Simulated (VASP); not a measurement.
BI:

```xyz
6
Lattice="5.8546 0.0000 0.0000 -2.9273 5.0703 0.0000 0.0000 0.0000 4.7236" Properties=species:S:1:pos:R:3 pbc="T T T"
B     2.9273    0.0000    0.0000
B     1.4637    2.5351    0.0000
B    -1.4637    2.5351    0.0000
I     0.0000    0.0000    0.0000
I     0.0000    3.3802    2.3618
I     2.9273    1.6901    2.3618
```

* Program: VASP 6.6.1
* Task: relaxation of cell and atoms
* Functional: PBE
* Potentials or basis: VASP PAW PBE potentials, release 64 (B, I)
* Cutoff: 600 eV
* k mesh: 6 × 6 × 8
* Occupations: gaussian, width 0.1 eV
* Spin: no spin polarisation

At the start: pressure -1.2 GPa; volume 23.37 Å³/atom.

Q: How do energy, volume and symmetry change on relaxing?

A: Over 10 steps the energy falls by 104.1 meV/atom and the volume is 22.38 Å³/atom (-4.2 %); space group P6/mmm (No. 191, to 0.05 Å).

Step by step:
| step | energy change (eV) | largest force (eV/Å) | pressure (GPa) | volume (Å³) |
| --- | --- | --- | --- | --- |
| 1 | 0.0000 | 0.0000 | -1.23 | 140.22 |
| 2 | -0.2919 | 0.0000 | -0.67 | 136.44 |
| 3 | -0.5875 | 0.0000 | 1.06 | 129.12 |
| 4 | -0.5942 | 0.0000 | 1.30 | 127.78 |
| 5 | -0.5937 | 0.0000 | 1.40 | 127.13 |
| 6 | -0.6201 | 0.0000 | 0.47 | 131.52 |
| 7 | -0.6220 | 0.0000 | 0.15 | 133.29 |
| 8 | -0.6220 | 0.0000 | 0.18 | 133.15 |
| 9 | -0.6240 | 0.0000 | 0.07 | 133.76 |
| 10 | -0.6245 | 0.0000 | -0.03 | 134.27 |

Final structure:
```xyz
6
Lattice="6.2038 0.0000 0.0000 -3.1019 5.3726 0.0000 0.0000 0.0000 4.0285" Properties=species:S:1:pos:R:3 pbc="T T T"
B     3.1019    0.0000    0.0000
B     1.5509    2.6863    0.0000
B    -1.5509    2.6863    0.0000
I     0.0000    0.0000    0.0000
I     0.0000    3.5817    2.0143
I     3.1019    1.7909    2.0143
```
